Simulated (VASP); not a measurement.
Wanted: the native input for a VASP 6.6.1 run.

* Task: single point
* Functional: LDA
* Potentials or basis: VASP PAW LDA potentials, release 64 (La)
* Cutoff: 520 eV
* k mesh: 12 × 12 × 9
* Occupations: fermi-dirac, width 0.1 eV
* Spin: no spin polarisation
* Dipole correction: no
* Further INCAR settings: ALGO = Normal; EDIFF = 1e-06; NBANDS = 18

The structure of La lies in POSCAR:

```
La
1.0
   -2.9557608789      2.9543002523      1.8311123333
    2.9543002523     -2.9557608789      1.8311123333
    2.9705690784      2.9705690784     -1.8337874735
La
2
Direct
    0.0001551023      0.9998448977      0.0000000000
    0.7498448977      0.2501551023      0.5000000000
```

These files were run (other wordings do the same):

INCAR

```
SYSTEM = La
PREC = Accurate
ENCUT = 520
EDIFF = 1E-6
ISMEAR = -1
SIGMA = 0.1
LREAL = .FALSE.
LASPH = .TRUE.
NELM = 80
ALGO = Normal
ISIF = 2
LWAVE = .FALSE.
LCHARG = .FALSE.
NBANDS = 18
```

KPOINTS

```
Automatic mesh
0
G
  12 12 9
  0 0 0
```

Potentials or basis: VASP PAW LDA potentials, release 64 (La).

Launch:

```console
$ cat potpaw_LDA.64/La/POTCAR > POTCAR
$ mpirun -np 1 vasp_std > vasp.out
```

It gave:

```
Pressure               : -1.4 GPa
Largest force          : 0.004 eV/Å
Band gap on the k mesh : zero (bands 11 and 12 overlap by 1.30 eV)
```

Caveat: spin-orbit coupling is left out, which moves the levels of the heavy elements.

Run time: 3.9 min on 1 thread of AMD EPYC 9R45 96-Core Processor (Zen 5), with other jobs on the host, peak memory 0.47 GiB.
